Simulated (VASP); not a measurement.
A run of VASP 6.6.1 is set up as follows.

File INCAR:

```
PREC = Accurate
ENCUT = 520
EDIFF = 1E-7
ISMEAR = 0
SIGMA = 0.1
LREAL = False
LASPH = True
NELM = 80
ALGO = Normal
ISIF = 2
LWAVE = False
LCHARG = False
GGA = PS
NBANDS = 12
```

File KPOINTS:

```
Automatic mesh
0
Gamma
  6 6 6
```

Contents of POSCAR:

```
Tl
1.0
    0.0000000000      2.2676439788      2.2676439788
    2.2676439788      0.0000000000      2.2676439788
    2.2676439788      2.2676439788      0.0000000000
Tl
1
Direct
    0.0000000000      0.0000000000      0.0000000000
```

Potentials or basis: VASP PAW PBE potentials, release 64 (Tl_d).

Run with:

```bash
$ cat potpaw_PBE.64/Tl_d/POTCAR > POTCAR
$ mpirun -np 1 vasp_std > vasp.out
```

Task: Estimate the pressure.

Result: 12.9 GPa.

Caveat: the k points lie up to 0.40 Å⁻¹ apart; the PAW data sets were made with another functional, which shifts forces and pressure a little.
